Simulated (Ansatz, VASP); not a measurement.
## One calculation of MgTl2Se2, two programs

```xyz
5
Lattice="5.8821 0.0000 0.0000 0.0000 5.8821 0.0000 0.0000 0.0000 4.6723" Properties=species:S:1:pos:R:3 pbc="T T T"
Mg    0.0000    0.0000    2.3361
Tl    0.0000    2.9410    2.3361
Tl    2.9410    0.0000    2.3361
Se    0.0000    0.0000    0.0000
Se    2.9410    2.9410    0.0000
```

Alike in both runs: task relaxation of cell and atoms; functional PBE; k mesh 6 × 6 × 8; occupations gaussian, width 0.1 eV; no spin polarisation.

|  | VASP | Ansatz |
| --- | --- | --- |
| version | VASP 6.6.1 | Ansatz 0.2.0 |
| potentials or method | VASP PAW PBE potentials, release 64 (Mg, Tl_d, Se), cutoff 600 eV | scalar-relativistic, plane waves, PAW |
| valence electrons in the cell | 40 | 68 |

VASP gave:

| Property | Result |
| --- | --- |
| gap on the k mesh at the Fermi level, each at its own relaxed structure (eV) | none |
| relaxed volume (Å³/atom) | 32.78 |
| relaxed cell length with the largest relative difference (Å) | 5.920 |

Problem. Which values does Ansatz return?

Solution. gap on the k mesh at the Fermi level, each at its own relaxed structure (eV): none; relaxed volume (Å³/atom): 32.83; relaxed cell length with the largest relative difference (Å): 5.925.

A gap of «none» marks a metal or a gap that the smearing closes. VASP's potentials hold 40 valence electrons a cell and Ansatz's 68, so a difference there can come from the potentials and not from the codes.

Spin-orbit coupling is off throughout.
